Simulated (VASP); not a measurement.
Runs of VASP 6.6.1 on Y. The structure is that of space group P6_3/mmc (No. 194), or close to it. The cells are those of the table. 

```csv
task,cell,k mesh,cutoff (eV),smearing,gap on the mesh (eV),pressure (GPa),relaxed volume (Å³/atom)
single point,"a = 3.548, b = 3.548, c = 5.494 Å, angles 90.0, 90.0, 120.0°, 2 atoms",12 × 12 × 6,520,gaussian 0.1 eV,none,-0.1,-
relaxation of cell and atoms,"relaxed from a = 3.548, b = 3.548, c = 5.494 Å, angles 90.0, 90.0, 120.0°, 2 atoms",12 × 12 × 6,600,gaussian 0.1 eV,none,0.0,29.86
relaxation of cell and atoms,"relaxed from a = 3.548, b = 3.548, c = 5.494 Å, angles 90.0, 90.0, 120.0°, 2 atoms",12 × 12 × 6,600,fermi-dirac 0.15 eV,none,0.0,29.98
single point,"a = 3.538, b = 3.538, c = 5.549 Å, angles 90.0, 90.0, 120.0°, 2 atoms",12 × 12 × 6,520,fermi-dirac 0.15 eV,none,-0.1,-
single point,"a = 3.643, b = 3.643, c = 5.879 Å, angles 90.0, 90.0, 120.0°, 2 atoms",6 × 6 × 4,520,gaussian 0.1 eV,none,(a),-
```

Alike in all rows: level LDA; potentials or basis VASP PAW LDA potentials, release 64 (Y_sv); no spin polarisation.

Problem. Fill in the values left out.

Solution. (a) -4.5.

A k mesh can miss the band edges, and the runs leave out spin-orbit coupling on Y.

A gap of «none» marks levels without a gap at the run's occupations.
